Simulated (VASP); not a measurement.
AlNi: single point with r2SCAN

AlNi:

```
Al Ni
1.0
     2.02239   -2.02217    0.00000
     2.02239    2.02217    0.00000
     0.00000    0.00000    2.95612
Al Ni
1 1
Direct
  0.00000 0.00000 0.00000
  0.50000 0.50000 0.50000
```

This cell differs from its parent crystal: strain +0.000 along x and y, +0.030 along z.

| Property | Result |
| --- | --- |
| Program | VASP 6.6.1 |
| Task | single point |
| Functional | r2SCAN |
| Potentials or basis | VASP PAW PBE potentials, release 64 (Al, Ni) |
| Cutoff | 520 eV |
| k mesh | 20 × 20 × 20 |
| Occupations | gaussian, width 0.15 eV |
| Spin | no spin polarisation |

| Quantity | Value |
| --- | --- |
| Pressure | -5.0 GPa |

Stress tensor (GPa, compression positive):
```
-4.27  0.00  0.00
 0.00 -4.24  0.00
 0.00  0.00 -6.50
```

Levels at points of the mesh, in eV from the Fermi level:
```
           k point  band 3  band 4  band 5  band 6  band 7  band 8  band 9  band 10  band 11  band 12
(0.00, 0.00, 0.00)   -3.27   -1.60   -1.60   -1.53    5.03    6.26    6.26     8.16     8.51    14.88
(0.50, 0.00, 0.00)   -2.77   -2.42   -2.24   -1.50   -0.55    8.60    9.78    10.94    10.95    11.97
(0.50, 0.50, 0.00)   -2.91   -2.91   -2.21   -2.21   -0.96    1.77    2.85    12.60    15.24    15.24
(0.00, 0.00, 0.50)   -2.82   -2.23   -2.23   -1.45   -0.81    8.64   10.81    10.81    11.61    11.61
(0.50, 0.00, 0.50)   -3.23   -3.06   -2.10   -2.05   -1.05    1.48    2.55    13.45    15.81    16.15
(0.50, 0.50, 0.50)   -4.22   -1.04   -0.94    2.00    2.08    2.08    4.37     4.46     4.47     4.81
```

It took 24 min on 1 thread of Oxide Virtual Turin-like Processor, on a shared host, peak memory 0.47 GiB.

Caveat: the cell differs from its parent crystal (strain +0.000 along x and y, +0.030 along z); the PAW data sets were made with another functional, which shifts forces and pressure a little. Spin polarisation is off, so any magnetic state and its effect on volume and gap are missing.
